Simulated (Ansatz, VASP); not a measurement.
**One calculation of C, two programs**

File INCAR:

```
SYSTEM = C
  PREC = Accurate
  ENCUT = 520
  EDIFF = 1E-8
  ISMEAR = -1
  SIGMA = 0.03
  LREAL = .FALSE.
  LASPH = .TRUE.
  NELM = 100
  ALGO = Normal
  ISIF = 2
  LWAVE = .FALSE.
  LCHARG = .FALSE.
  GGA = PE
  LEFG = .TRUE.
  NBANDS = 8
```

The input KPOINTS:

```
regular mesh
0
G
  15 15 15
  0 0 0
```

Contents of POSCAR:

```
C
1.0
    1.7755632117      0.0000000000      0.0000000000
    0.0000000000      1.7755632117      0.0000000000
    0.0000000000      0.0000000000      1.7755632117
C
1
Direct
    0.0000000000      0.0000000000      0.0000000000
```

Input for Ansatz:

```yaml
crystal:
  lattice:
    - [1.7755632117, 0.0, 0.0]
    - [0.0, 1.7755632117, 0.0]
    - [0.0, 0.0, 1.7755632117]
  atoms:
    - { symbol: C, position: [0.0, 0.0, 0.0] }
kpoints:
  mp_grid: { grid: [15, 15, 15] }
  band_path:
    path:
      - [0.0, 0.0, 0.0]
      - [0.0, 0.5, 0.0]
      - [0.5, 0.5, 0.0]
      - [0.0, 0.0, 0.0]
      - [0.5, 0.5, 0.5]
      - [0.0, 0.5, 0.0]
      - [0.5, 0.5, 0.5]
      - [0.5, 0.5, 0.0]
    npoints: 8
scf:
  occupations: { method: fermi_dirac, width: 0.03 }
hamiltonian:
  xc: pbe
  pseudopotentials: { kind: all_electron, datasets: crystal }
output:
  forces: true
  stress: true
  eigenvalues: true
  efg: { contact_densities: true }
```

Alike in both runs: task electric field gradients; functional PBE; k mesh 15 × 15 × 15; occupations fermi-dirac, width 0.03 eV; no spin polarisation.

|  | VASP | Ansatz |
| --- | --- | --- |
| version | VASP 6.6.1 | Ansatz 0.2.0 |
| potentials or method | VASP PAW PBE potentials, release 64 (C), cutoff 520 eV | all-electron PAW with datasets made for the crystal, scalar-relativistic |

VASP gave:

| Item | Value |
| --- | --- |
| pressure (GPa) | 0.1 |

**Question.** Which values does Ansatz return?

**Answer.** Pressure (GPa): -0.2.

Ansatz ran all-electron here, and VASP with PAW potentials. Ansatz's warnings: band levels unverified.
